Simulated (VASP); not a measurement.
## CoSi16 (a cell with a defect): single point with PBEsol

The system is CoSi16 (a cell with a defect).

```xyz
17
Lattice="0.0000 5.4338 -5.4338 5.4338 5.4338 0.0000 5.4338 0.0000 -5.4338" Properties=species:S:1:pos:R:3 pbc="T T T"
Si    1.3878    1.3947   -1.3802
Si    4.0457    4.0545   -1.3773
Si    1.3864    4.0525   -4.0373
Si    4.0605    6.8134   -4.0529
Si    4.1099    1.3267   -4.1058
Si    6.7908    4.0792   -4.0458
Si    4.0566    4.0823   -6.7823
Si    6.7909    6.8166   -6.7849
Si    5.4278    5.4471   -2.6924
Si    2.7658    2.6776   -2.7548
Si    5.4285    8.1729   -5.4192
Si    2.6999    5.4467   -5.4185
Si    8.1410    5.4172   -5.4459
Si    5.4553    2.7276   -5.4477
Si    8.1463    8.1620   -8.1352
Si    5.4538    5.4176   -8.1380
Co    0.0619   -0.0523   -0.0530
```

This cell differs from its parent crystal: with an interstitial atom, then relaxed in part.

```yaml
Program: VASP 6.6.1
Task: single point
Functional: PBEsol
Potentials_or_basis: VASP PAW PBE potentials, release 64 (Si, Co)
Cutoff: 520 eV
k_mesh: 3 × 3 × 3
Occupations: gaussian, width 0.02 eV
Spin: collinear spin, ferromagnetic start
Starting_moments: "[0.0, 0.0, 0.0, 0.0, 0.0, 0.0, 0.0, 0.0, 0.0, 0.0, 0.0, 0.0, 0.0, 0.0, 0.0, 0.0, 3.0] μB"
Dipole_correction: no
Further_INCAR_settings: LREAL = Auto; ALGO = Normal; EDIFF = 1e-06; NBANDS = 54
```

```json
{"Pressure": "-0.5 GPa", "Largest force": "0.023 eV/Å", "Net moment": "1.07 μB per cell", "Site moments": "Si +0.02, +0.01, +0.00 (each value once); Co +0.79 μB", "Valence electrons inside the program's atomic spheres": "Si 1.69, 1.68, 1.70 (each value once); Co 8.35"}
```

Forces on the atoms (eV/Å):
```
Si   0.015  0.005 -0.007
Si   0.001 -0.008 -0.004
Si   0.018 -0.012  0.008
Si  -0.002  0.001  0.004
Si   0.000  0.002  0.008
Si  -0.002  0.004 -0.005
Si  -0.006 -0.001 -0.002
Si  -0.002 -0.002  0.001
Si  -0.003 -0.003 -0.005
Si  -0.009  0.005 -0.001
Si  -0.007 -0.003 -0.004
Si   0.002 -0.002 -0.005
Si   0.005  0.005  0.001
Si  -0.004 -0.003  0.008
Si  -0.003  0.000  0.000
Si  -0.005  0.012  0.001
Co   0.001 -0.001  0.002
```

Levels at points of the mesh, in eV from the Fermi level:
Spin up:
| k point | band 33 | band 34 | band 35 | band 36 | band 37 | band 38 | band 39 | band 40 | band 41 | band 42 |
| --- | --- | --- | --- | --- | --- | --- | --- | --- | --- | --- |
| (0.00, 0.00, 0.00) | -0.47 | -0.31 | -0.31 | -0.25 | -0.17 | -0.16 | 0.42 | 0.42 | 0.62 | 0.65 |
Spin down:
```csv
k point,band 32,band 33,band 34,band 35,band 36,band 37,band 38,band 39,band 40,band 41
"(0.00, 0.00, 0.00)",-1.00,-0.42,-0.21,-0.11,-0.10,0.06,0.06,0.64,0.65,0.71
```

It took 9.2 min on 1 thread of Intel(R) Xeon(R) 6975P-C (Granite Rapids), on a shared host, peak memory 0.79 GiB.

Caveat: the cell differs from its parent crystal (with an interstitial atom, then relaxed in part); the PAW data sets were made with another functional, which shifts forces and pressure a little.
